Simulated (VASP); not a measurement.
# HfMoC2 (P4/mmm) in VASP: settings compared

HfMoC2 is run at these levels: PBEsol+U, PBEsol; tasks: single point.

Everything below comes from runs of VASP 6.6.1. Logs are shortened: lines on timing, memory, paths and dates and some standing lists are left out, and cuts for length are marked.

### 1 The cell of the first run

It takes space group P4/mmm (No. 123, tetragonal). Conventional cell: a = 3.191 Å, b = 3.191 Å, c = 4.485 Å, α = 90.00°, β = 90.00°, γ = 90.00°. Within 3.0 Å of Hf (site symmetry 4/mmm) lie 6 C at 2.24 to 2.26 Å. Within 3.0 Å of Mo (site symmetry 4/mmm) lie 6 C at 2.24 to 2.26 Å. Within 3.0 Å of C (site symmetry 4/mmm) lie 2 Mo at 2.24 Å and 4 Hf at 2.26 Å. Within 3.0 Å of C (site symmetry 4/mmm) lie 2 Hf at 2.24 Å and 4 Mo at 2.26 Å.

### 2 Single point, PBEsol+U

Contents of INCAR:

```
PREC     = Accurate       # precision mode
ENCUT    = 520            # plane-wave cutoff, eV
EDIFF    = 1E-6           # SCF threshold, eV
ISMEAR   = -1             # smearing method
SIGMA    = 0.05           # smearing width, eV
LREAL    = F              # projectors in reciprocal space
LASPH    = T              # aspherical terms in the spheres
NELM     = 150            # most SCF steps
ALGO     = Normal         # electronic algorithm
ISIF     = 2              # what is computed and relaxed
LWAVE    = F              # write WAVECAR
LCHARG   = F              # write CHGCAR
LMAXMIX  = 4              # l up to which the mixer works
LDAU     = T              # DFT+U
LDAUTYPE = 2            
LDAUL    = 2 2 -1         # shell
LDAUU    = 2 2 0          # U, eV
LDAUJ    = 0 0 0        
LDAUPRINT= 1            
GGA      = PS             # functional
NBANDS   = 24             # bands
```

Contents of KPOINTS:

```
regular mesh
0
Gamma
  8 8 6
```

Contents of POSCAR:

```
HfMoC2
1.0
    3.1914230000      0.0000000000      0.0000000000
    0.0000000000      3.1914230000      0.0000000000
    0.0000000000      0.0000000000      4.4851640000
Hf Mo C
1 1 2
Direct
    0.0000000000      0.0000000000      0.0000000000
    0.5000000000      0.5000000000      0.5000000000
    0.5000000000      0.5000000000      0.0000000000
    0.0000000000      0.0000000000      0.5000000000
```

Potentials or basis: VASP PAW PBE potentials, release 64 (Hf_pv, Mo_sv, C).

Launch:

```bash
$ cat potpaw_PBE.64/Hf_pv/POTCAR potpaw_PBE.64/Mo_sv/POTCAR potpaw_PBE.64/C/POTCAR > POTCAR
$ mpirun -np 1 vasp_std > vasp.out
```

OUTCAR:

```text
PREC = Accurate
   ENCUT = 520
   EDIFF = 1E-6
   ISMEAR = -1
   LREAL = F
   LASPH = T
   NELM = 150
   ISIF = 2
   GGA = PS

 ion  position               nearest neighbor table
   1  0.000  0.000  0.000-   4 2.24   4 2.24   3 2.26   3 2.26   3 2.26   3 2.26   2 3.18   2 3.18
                             2 3.18   2 3.18   2 3.18   2 3.18   2 3.18   2 3.18
   2  0.500  0.500  0.500-   3 2.24   3 2.24   4 2.26   4 2.26   4 2.26   4 2.26   1 3.18   1 3.18
                             1 3.18   1 3.18   1 3.18   1 3.18   1 3.18   1 3.18
   3  0.500  0.500  0.000-   2 2.24   2 2.24   1 2.26   1 2.26   1 2.26   1 2.26
   4  0.000  0.000  0.500-   1 2.24   1 2.24   2 2.26   2 2.26   2 2.26   2 2.26

  LATTYP: Found a simple tetragonal cell.
 ALAT       =     3.1914230000
 C/A-ratio  =     1.4053806092

  Lattice vectors:

 A1 = (   3.1914230000,   0.0000000000,   0.0000000000)
 A2 = (   0.0000000000,   3.1914230000,   0.0000000000)
 A3 = (   0.0000000000,   0.0000000000,   4.4851640000)

Analysis of symmetry for initial positions (statically):
=====================================================================
 Subroutine PRICEL returns:
 Original cell was already a primitive cell.

 Routine SETGRP: Setting up the symmetry group for a
 simple tetragonal supercell.

 Subroutine GETGRP returns: Found 16 space group operations
 (whereof 16 operations were pure point group operations)
 out of a pool of 16 trial point group operations.

The static configuration has the point symmetry D_4h.

Analysis of symmetry for dynamics (positions and initial velocities):
=====================================================================
 Subroutine PRICEL returns:
 Original cell was already a primitive cell.

 Routine SETGRP: Setting up the symmetry group for a
 simple tetragonal supercell.

 Subroutine GETGRP returns: Found 16 space group operations
 (whereof 16 operations were pure point group operations)
 out of a pool of 16 trial point group operations.

The dynamic configuration has the point symmetry D_4h.

 Subroutine INISYM returns: Found 16 space group operations
 (whereof 16 operations are pure point group operations),
 and found     1 'primitive' translations

----------------------------------------------------------------------------------------

                                     Primitive cell

  volume of cell :      45.6822

  direct lattice vectors                    reciprocal lattice vectors
     3.191423000  0.000000000  0.000000000     0.313339849  0.000000000  0.000000000
     0.000000000  3.191423000  0.000000000     0.000000000  0.313339849  0.000000000
     0.000000000  0.000000000  4.485164000     0.000000000  0.000000000  0.222957288

  length of vectors
     3.191423000  3.191423000  4.485164000     0.313339849  0.313339849  0.222957288

  position of ions in fractional coordinates (direct lattice)
     0.000000000  0.000000000  0.000000000
     0.500000000  0.500000000  0.500000000
     0.500000000  0.500000000  0.000000000
     0.000000000  0.000000000  0.500000000

  ion indices of the primitive-cell ions
   primitive index   ion index
                 1           1
                 2           2
                 3           3
                 4           4

----------------------------------------------------------------------------------------

 KPOINTS: regular mesh

Automatic generation of k-mesh.
 Grid dimensions read from file:
 generate k-points for:    8    8    6

 Generating k-lattice:

  Cartesian coordinates                     Fractional coordinates (reciprocal lattice)
     0.039167481  0.000000000  0.000000000     0.125000000  0.000000000  0.000000000
     0.000000000  0.039167481  0.000000000     0.000000000  0.125000000  0.000000000
[... 58 lines left out ...]
   EDIFF  = 0.1E-05   stopping-criterion for ELM
   LREAL  =      F    real-space projection
   EDIFFG = 0.1E-04   stopping-criterion for IOM
   NSW    =      0    number of steps for IOM
   IBRION =     -1    ionic relax: 0-MD 1-quasi-New 2-CG
   NFREE  =      0    steps in history (QN), initial steepest desc. (CG)
   ISIF   =      2    stress and relaxation
   ISYM   =      2    0-nonsym 1-usesym 2-fastsym
   POTIM  = 0.5000    time-step for ionic-motion
   TEBEG  =    0.0;   TEEND  =   0.0 temperature during run
   PSTRESS=    0.0 pullay stress
   NELECT =      32.0000    total number of electrons
   NUPDOWN=      -1.0000    fix difference up-down
   EMIN   =  10.00;   EMAX   =-10.00  energy-range for DOS
   EFERMI =   0.00;   METHOD = LEGACY
   ISMEAR =    -1;   SIGMA  =   0.05  broadening in eV -4-tet -1-fermi 0-gaus
   EFERMI_NEDOS =   21; number of points for ismear=-14 and -15
   IALGO  =     38    algorithm
   IMIX   =      4    mixing-type and parameters
     AMIX     =   0.40;   BMIX     =  1.00
     AMIX_MAG =   1.60;   BMIX_MAG =  1.00
  volume/ion in A,a.u.               =      11.42        77.07
  Fermi-wavevector in a.u.,A,eV,Ry     =   1.453927  2.747523 28.761388  2.113902
  Thomas-Fermi vector in A             =   2.571136
   LORBIT       =      0    0 simple, 1 ext, 2 COOP (PROOUT), +10 PAW based schemes
 LDA+U is selected, type is set to LDAUTYPE =  2
   angular momentum for each species LDAUL =     2    2   -1
   U (eV)           for each species LDAUU =   2.0  2.0  0.0
   J (eV)           for each species LDAUJ =   0.0  0.0  0.0
   GGA     = PS    functional components
   LHFCALC =     F    Hartree Fock is set to
   AEXX    =    0.0000 exact exchange contribution
   IVDW    =     0    specifies the selected vdW correction
   LEPSILON=     F    determine dielectric tensor
   LRPA    =     F    only Hartree local field effects (RPA)
 non-spin polarized calculation
  energy-cutoff  :      520.00
  volume of cell :       45.68
 maximum number of plane-waves:      1272
 NGX is ok and might be reduce to    24
   NGX = 11   NGY = 11   NGZ = 17

atom =   1  type =  1  l = 2

 onsite density matrix

spin component  1

  0.2439 -0.0000  0.0000 -0.0000  0.0000
 -0.0000  0.1278 -0.0000  0.0000  0.0000
  0.0000 -0.0000  0.2579  0.0000 -0.0000
 -0.0000  0.0000  0.0000  0.1278 -0.0000
  0.0000  0.0000 -0.0000 -0.0000  0.1471

spin component  2

  0.2439 -0.0000  0.0000 -0.0000  0.0000
 -0.0000  0.1278 -0.0000  0.0000  0.0000
  0.0000 -0.0000  0.2579  0.0000 -0.0000
 -0.0000  0.0000  0.0000  0.1278 -0.0000
  0.0000  0.0000 -0.0000 -0.0000  0.1471

 occupancies and eigenvectors

  o =  0.1278  v =  0.0000 -0.5683 -0.0000 -0.8228  0.0000  0.0000  0.0000  0.0000  0.0000  0.0000      0.0000  0.0000  0.0000  0.0000  0.0000  0.0000  0.0000  0.0000  0.0000  0.0000
  o =  0.1278  v =  0.0000  0.0000  0.0000  0.0000  0.0000  0.0000 -0.5683 -0.0000 -0.8228  0.0000      0.0000  0.0000  0.0000  0.0000  0.0000  0.0000  0.0000  0.0000  0.0000  0.0000
  o =  0.1278  v =  0.0000 -0.8228 -0.0000  0.5683  0.0000  0.0000  0.0000  0.0000  0.0000  0.0000      0.0000  0.0000  0.0000  0.0000  0.0000  0.0000  0.0000  0.0000  0.0000  0.0000
  o =  0.1278  v =  0.0000  0.0000  0.0000  0.0000  0.0000  0.0000 -0.8228 -0.0000  0.5683  0.0000      0.0000  0.0000  0.0000  0.0000  0.0000  0.0000  0.0000  0.0000  0.0000  0.0000
  o =  0.1471  v =  0.0000  0.0000  0.0000  0.0000  0.0000  0.0000 -0.0000 -0.0000 -0.0000 -1.0000      0.0000  0.0000  0.0000  0.0000  0.0000  0.0000  0.0000  0.0000  0.0000  0.0000
  o =  0.1471  v =  0.0000 -0.0000 -0.0000 -0.0000 -1.0000  0.0000  0.0000  0.0000  0.0000  0.0000      0.0000  0.0000  0.0000  0.0000  0.0000  0.0000  0.0000  0.0000  0.0000  0.0000
  o =  0.2439  v =  1.0000  0.0000  0.0000  0.0000  0.0000  0.0000  0.0000  0.0000  0.0000  0.0000      0.0000  0.0000  0.0000  0.0000  0.0000  0.0000  0.0000  0.0000  0.0000  0.0000
  o =  0.2439  v =  0.0000  0.0000  0.0000  0.0000  0.0000  1.0000  0.0000  0.0000  0.0000  0.0000      0.0000  0.0000  0.0000  0.0000  0.0000  0.0000  0.0000  0.0000  0.0000  0.0000
  o =  0.2579  v =  0.0000 -0.0000  1.0000 -0.0000 -0.0000  0.0000  0.0000  0.0000  0.0000  0.0000      0.0000  0.0000  0.0000  0.0000  0.0000  0.0000  0.0000  0.0000  0.0000  0.0000
  o =  0.2579  v =  0.0000  0.0000  0.0000  0.0000  0.0000  0.0000 -0.0000  1.0000 -0.0000 -0.0000      0.0000  0.0000  0.0000  0.0000  0.0000  0.0000  0.0000  0.0000  0.0000  0.0000

atom =   2  type =  2  l = 2

 onsite density matrix

spin component  1

  0.3923  0.0000  0.0000 -0.0000 -0.0000
  0.0000  0.4012 -0.0000  0.0000  0.0000
  0.0000 -0.0000  0.3770 -0.0000  0.0000
 -0.0000  0.0000 -0.0000  0.4012 -0.0000
 -0.0000  0.0000  0.0000 -0.0000  0.3422

spin component  2

  0.3923  0.0000  0.0000 -0.0000 -0.0000
  0.0000  0.4012 -0.0000  0.0000  0.0000
  0.0000 -0.0000  0.3770 -0.0000  0.0000
 -0.0000  0.0000 -0.0000  0.4012 -0.0000
 -0.0000  0.0000  0.0000 -0.0000  0.3422

 occupancies and eigenvectors

  o =  0.3422  v =  0.0000  0.0000  0.0000  0.0000  1.0000  0.0000  0.0000  0.0000  0.0000  0.0000      0.0000  0.0000  0.0000  0.0000  0.0000  0.0000  0.0000  0.0000  0.0000  0.0000
  o =  0.3422  v =  0.0000  0.0000  0.0000  0.0000  0.0000  0.0000  0.0000  0.0000  0.0000  1.0000      0.0000  0.0000  0.0000  0.0000  0.0000  0.0000  0.0000  0.0000  0.0000  0.0000
  o =  0.3770  v =  0.0000  0.0000  1.0000  0.0000 -0.0000  0.0000  0.0000  0.0000  0.0000  0.0000      0.0000  0.0000  0.0000  0.0000  0.0000  0.0000  0.0000  0.0000  0.0000  0.0000
  o =  0.3770  v =  0.0000  0.0000  0.0000  0.0000  0.0000  0.0000  0.0000  1.0000  0.0000 -0.0000      0.0000  0.0000  0.0000  0.0000  0.0000  0.0000  0.0000  0.0000  0.0000  0.0000
  o =  0.3923  v =  0.0000  0.0000  0.0000  0.0000  0.0000  1.0000  0.0000  0.0000  0.0000  0.0000      0.0000  0.0000  0.0000  0.0000  0.0000  0.0000  0.0000  0.0000  0.0000  0.0000
  o =  0.3923  v =  1.0000  0.0000  0.0000  0.0000  0.0000  0.0000  0.0000  0.0000  0.0000  0.0000      0.0000  0.0000  0.0000  0.0000  0.0000  0.0000  0.0000  0.0000  0.0000  0.0000
  o =  0.4012  v =  0.0000  0.0000  0.0000  0.0000  0.0000  0.0000 -0.2794  0.0000 -0.9602  0.0000      0.0000  0.0000  0.0000  0.0000  0.0000  0.0000  0.0000  0.0000  0.0000  0.0000
  o =  0.4012  v =  0.0000 -0.2794  0.0000 -0.9602  0.0000  0.0000  0.0000  0.0000  0.0000  0.0000      0.0000  0.0000  0.0000  0.0000  0.0000  0.0000  0.0000  0.0000  0.0000  0.0000
  o =  0.4012  v =  0.0000  0.9602 -0.0000 -0.2794 -0.0000  0.0000  0.0000  0.0000  0.0000  0.0000      0.0000  0.0000  0.0000  0.0000  0.0000  0.0000  0.0000  0.0000  0.0000  0.0000
  o =  0.4012  v =  0.0000  0.0000  0.0000  0.0000  0.0000  0.0000  0.9602 -0.0000 -0.2794 -0.0000      0.0000  0.0000  0.0000  0.0000  0.0000  0.0000  0.0000  0.0000  0.0000  0.0000

 number of electron      32.0000000 magnetization

 Free energy of the ion-electron system (eV)
  ---------------------------------------------------
  ext. energy  EPLUGINS =         0.00000000
  ---------------------------------------------------
  free energy    TOTEN  =       -39.50488220 eV

  energy without entropy =      -39.49074310  energy(sigma->0) =      -39.49781265

 E-fermi :   9.4749     XC(G=0): -13.0496

 val. band max:        9.4298317443   @ k =   0.5000   0.0000   0.1667
 cond. band min:       9.4756143906   @ k =   0.0000   0.0000   0.0000
 fundamental gap:      0.0457826463
 Fermi energy:         9.4748615674

 k-point     1 :       0.0000    0.0000    0.0000
  band No.  band energies     occupation
      1     -52.6717      2.00000
      2     -26.7450      2.00000
      3     -26.6907      2.00000
      4     -26.6907      2.00000
      5     -21.2565      2.00000
      6     -20.9719      2.00000
[... 637 lines left out ...]
     23      15.6758      0.00000
     24      17.2810      0.00000

 [... further k-points ...]
[... 5 lines left out ...]
  --------------------------------------------------------------------------------------
  -------------------------------------------------------------------------------------
  Total       -0.5542117     -0.5542117     -1.7420008      0.0000000     -0.0000000      0.0000000
  in kB      -19.4374457    -19.4374457    -61.0958721      0.0000000     -0.0000000      0.0000000
  external PRESSURE =     -33.3235879 kB  Pullay stress =       0.0000000 kB

 VOLUME and BASIS-vectors are now :
 -----------------------------------------------------------------------------
  energy-cutoff  :      520.00
  volume of cell :       45.68
      direct lattice vectors                 reciprocal lattice vectors
     3.191423000  0.000000000  0.000000000     0.313339849  0.000000000  0.000000000
     0.000000000  3.191423000  0.000000000     0.000000000  0.313339849  0.000000000
     0.000000000  0.000000000  4.485164000     0.000000000  0.000000000  0.222957288

 POSITION                                       TOTAL-FORCE (eV/Angst)
 -----------------------------------------------------------------------------------
      0.00000      0.00000      0.00000         0.000000      0.000000      0.000000
      1.59571      1.59571      2.24258         0.000000      0.000000      0.000000
      1.59571      1.59571      0.00000         0.000000      0.000000      0.000000
      0.00000      0.00000      2.24258         0.000000      0.000000      0.000000
 -----------------------------------------------------------------------------------
    total drift:                                0.000000     -0.000000     -0.000000

  FREE ENERGIE OF THE ION-ELECTRON SYSTEM (eV)
  ---------------------------------------------------
  free  energy   TOTEN  =       -39.5048821977 eV

  energy  without entropy=      -39.4907431026  energy(sigma->0) =      -39.49781265
```

Run time: 30 s. Hardware: 1 thread of AMD EPYC 9R45 (Zen 5), shared host; peak memory 0.17 GiB.

Results:

```
Free energy            : -39.5049 eV
Pressure               : -3.3 GPa
Band gap on the k mesh : zero (band 16 reaches 10.55 eV, above the bottom of band 17 at 8.18 eV)
```

Stress tensor (GPa, compression positive):
```
-1.94  0.00  0.00
 0.00 -1.94  0.00
 0.00  0.00 -6.11
```

Eigenvalues of the final occupation matrices:
```
    site  spin  trace               eigenvalues
site 1 d     1   0.90  0.13 0.13 0.15 0.24 0.26
site 1 d     2   0.90  0.13 0.13 0.15 0.24 0.26
site 2 d     1   1.91  0.34 0.38 0.39 0.40 0.40
site 2 d     2   1.91  0.34 0.38 0.39 0.40 0.40
```

Caveat: the PAW data sets were made with another functional, which shifts forces and pressure a little; spin-orbit coupling is left out, which moves the levels of the heavy elements; U without spin polarisation on a metal has little footing; the U is typed as a test and isn't derived for this compound.

### 3 Single point, PBEsol+U

Contents of INCAR:

```
SYSTEM = HfMoC2
PREC = Accurate ; ENCUT = 520
EDIFF = 1E-6 ; ISMEAR = -1
SIGMA = 0.05 ; LREAL = .FALSE.
LASPH = .TRUE. ; NELM = 150
ALGO = Normal ; ISIF = 2
LWAVE = .FALSE. ; LCHARG = .FALSE.
LMAXMIX = 4 ; LDAU = .TRUE.
LDAUTYPE = 2 ; LDAUL = 2 2 -1
LDAUU = 6 6 0 ; LDAUJ = 0 0 0
LDAUPRINT = 1 ; GGA = PS
NBANDS = 24
```

Contents of KPOINTS:

```
regular mesh
0
G
  8 8 6
  0 0 0
```

POSCAR is that of step 2.

Potentials or basis: VASP PAW PBE potentials, release 64 (Hf_pv, Mo_sv, C).

Launch:

```bash
$ cat potpaw_PBE.64/Hf_pv/POTCAR potpaw_PBE.64/Mo_sv/POTCAR potpaw_PBE.64/C/POTCAR > POTCAR
$ mpirun -np 1 vasp_std > vasp.out
```

Run time: 36 s. Hardware: 1 thread of AMD EPYC 9R45 (Zen 5), shared host; peak memory 0.17 GiB.

Results (log left out):

```
Free energy            : -32.0433 eV
Pressure               : 8.8 GPa
Band gap on the k mesh : zero (band 16 reaches 10.89 eV, above the bottom of band 17 at 8.55 eV)
```

Stress tensor (GPa, compression positive):
```
8.95 0.00 0.00
0.00 8.95 0.00
0.00 0.00 8.40
```

Levels at points of the mesh, in eV from the Fermi level:
| k point | band 13 | band 14 | band 15 | band 16 | band 17 | band 18 | band 19 | band 20 |
| --- | --- | --- | --- | --- | --- | --- | --- | --- |
| (0.00, 0.00, 0.00) | -1.57 | -1.41 | -1.41 | -0.42 | -0.20 | -0.20 | -0.20 | 0.16 |
| (0.50, 0.00, 0.00) | -4.64 | -3.78 | -3.65 | -0.62 | 1.30 | 1.94 | 3.16 | 4.03 |
| (0.50, 0.50, 0.00) | -3.89 | -1.54 | -1.44 | -1.44 | -1.38 | 1.29 | 1.88 | 2.53 |
| (0.00, 0.00, 0.50) | -2.49 | -2.49 | -1.84 | -1.84 | -0.93 | -0.32 | 1.87 | 1.87 |
| (0.50, 0.00, 0.50) | -5.09 | -4.36 | -4.22 | 0.96 | 1.40 | 1.57 | 5.24 | 5.25 |
| (0.50, 0.50, 0.50) | -4.50 | -4.50 | -4.43 | 0.81 | 0.81 | 1.89 | 3.45 | 3.45 |

Eigenvalues of the final occupation matrices:
```csv
site,spin,trace,eigenvalues
site 1 d,1,0.81,0.11 0.11 0.12 0.23 0.25
site 1 d,2,0.81,0.11 0.11 0.12 0.23 0.25
site 2 d,1,1.87,0.29 0.36 0.38 0.42 0.42
site 2 d,2,1.87,0.29 0.36 0.38 0.42 0.42
```

Caveat: the PAW data sets were made with another functional, which shifts forces and pressure a little; spin-orbit coupling is left out, which moves the levels of the heavy elements; U without spin polarisation on a metal has little footing; the U is typed as a test and isn't derived for this compound.

### 4 Single point, PBEsol+U

Contents of INCAR:

```
  PREC = Accurate
  ENCUT = 520
  EDIFF = 1E-6
  ISMEAR = -1
  SIGMA = 0.05
  LREAL = F
  LASPH = T
  NELM = 150
  ALGO = Normal
  ISIF = 2
  LWAVE = F
  LCHARG = F
  LMAXMIX = 4
  LDAU = T
  LDAUTYPE = 2
  LDAUL = 2 2 -1
  LDAUU = 8 8 0
  LDAUJ = 0 0 0
  LDAUPRINT = 1
  GGA = PS
  NBANDS = 24
```

Contents of KPOINTS:

```
regular mesh
0
Gamma
  8 8 6
```

POSCAR is that of step 3.

Launch:

```bash
$ cat potpaw_PBE.64/Hf_pv/POTCAR potpaw_PBE.64/Mo_sv/POTCAR potpaw_PBE.64/C/POTCAR > POTCAR
$ mpirun -np 1 vasp_std > vasp.out
```

It took 39 s on 1 thread of AMD EPYC 9R45 (Zen 5), shared host; peak memory 0.18 GiB.

The run converged. Its results:

| Quantity | Value |
| --- | --- |
| Free energy | -28.4589 eV |
| Pressure | 15.7 GPa |
| Band gap on the k mesh | zero (band 16 reaches 10.95 eV, above the bottom of band 17 at 8.62 eV) |

Stress tensor (GPa, compression positive):
```
14.88  0.00  0.00
 0.00 14.88  0.00
 0.00  0.00 17.20
```

Levels at points of the mesh, in eV from the Fermi level:
```
           k point  band 14  band 15  band 16  band 17  band 18  band 19
(0.00, 0.00, 0.00)    -1.53    -1.53    -0.35    -0.26    -0.26    -0.25
(0.50, 0.00, 0.00)    -3.72    -3.58    -0.81     1.71     1.81     3.34
(0.50, 0.50, 0.00)    -1.56    -1.53    -1.53    -1.50     1.55     2.41
(0.00, 0.00, 0.50)    -2.62    -1.86    -1.86    -0.66    -0.25     1.75
(0.50, 0.00, 0.50)    -4.34    -4.16     0.83     1.41     1.84     5.07
(0.50, 0.50, 0.50)    -4.54    -4.47     0.66     0.66     2.42     3.54
```

Eigenvalues of the final occupation matrices:
```
    site  spin  trace               eigenvalues
site 1 d     1   0.77  0.10 0.10 0.10 0.23 0.24
site 1 d     2   0.77  0.10 0.10 0.10 0.23 0.24
site 2 d     1   1.85  0.25 0.34 0.37 0.45 0.45
site 2 d     2   1.85  0.25 0.34 0.37 0.45 0.45
```

Caveat: the PAW data sets were made with another functional, which shifts forces and pressure a little; spin-orbit coupling is left out, which moves the levels of the heavy elements; U without spin polarisation on a metal has little footing; the U is typed as a test and isn't derived for this compound.

(Continued in part 2 of 2.)
